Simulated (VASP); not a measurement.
## Cl: single point with PBE

Crystal: Cl.

```
Cl
1.0
     4.01845    0.00000    0.00000
     0.00000    3.24836    0.00000
     0.00000    0.00000    8.66697
Cl
4
Direct
  0.04700 0.25000 0.89300
  0.45300 0.75000 0.39300
  0.54700 0.25000 0.60700
  0.95300 0.75000 0.10700
```

```yaml
Program: VASP 6.6.1
Task: single point
Functional: PBE
Potentials_or_basis: VASP PAW PBE potentials, release 64 (Cl)
Cutoff: 520 eV
k_mesh: 4 × 6 × 2
Occupations: gaussian, width 0.1 eV
Spin: no spin polarisation
```

- Pressure: 0.5 GPa
- Largest force: 0.732 eV/Å
- Band gap on the k mesh: zero (band 14 reaches 0.22 eV, above the bottom of band 15 at -0.16 eV)

Forces in eV/Å, atoms in the order of the input:
```
Cl   0.145  0.000 -0.717
Cl  -0.145  0.000 -0.717
Cl   0.145  0.000  0.717
Cl  -0.145  0.000  0.717
```

Stress tensor (GPa, compression positive):
```
-0.03  0.00  0.00
 0.00 -2.80  0.00
 0.00  0.00  4.21
```

Levels at points of the mesh, in eV from the Fermi level:
| k point | band 11 | band 12 | band 13 | band 14 | band 15 | band 16 | band 17 | band 18 |
| --- | --- | --- | --- | --- | --- | --- | --- | --- |
| (0.00, 0.00, 0.00) | -1.36 | -0.82 | -0.47 | 0.08 | 0.45 | 0.47 | 6.67 | 6.96 |
| (0.50, 0.00, 0.00) | -1.77 | -1.77 | 0.26 | 0.26 | 0.30 | 0.30 | 9.21 | 9.21 |
| (0.00, 0.50, 0.00) | -1.20 | -1.20 | -0.79 | -0.79 | 0.36 | 0.36 | 9.41 | 9.41 |
| (0.50, 0.50, 0.00) | -2.09 | -2.09 | -0.07 | -0.07 | -0.07 | -0.07 | 8.06 | 8.06 |
| (0.00, 0.00, 0.50) | -0.91 | -0.91 | -0.08 | -0.08 | 0.28 | 0.28 | 6.93 | 6.93 |
| (0.50, 0.00, 0.50) | -1.08 | -1.08 | -0.07 | -0.07 | 0.30 | 0.30 | 9.11 | 9.11 |
| (0.00, 0.50, 0.50) | -1.16 | -1.16 | -0.34 | -0.34 | -0.06 | -0.06 | 9.06 | 9.06 |
| (0.50, 0.50, 0.50) | -2.06 | -2.06 | -0.12 | -0.12 | -0.12 | -0.12 | 8.26 | 8.26 |

Run time: 22 s on 1 thread of Intel(R) Xeon(R) 6975P-C (Granite Rapids) (shared host), peak memory 0.21 GiB.

Caveat: the k points lie up to 0.39 Å⁻¹ apart.
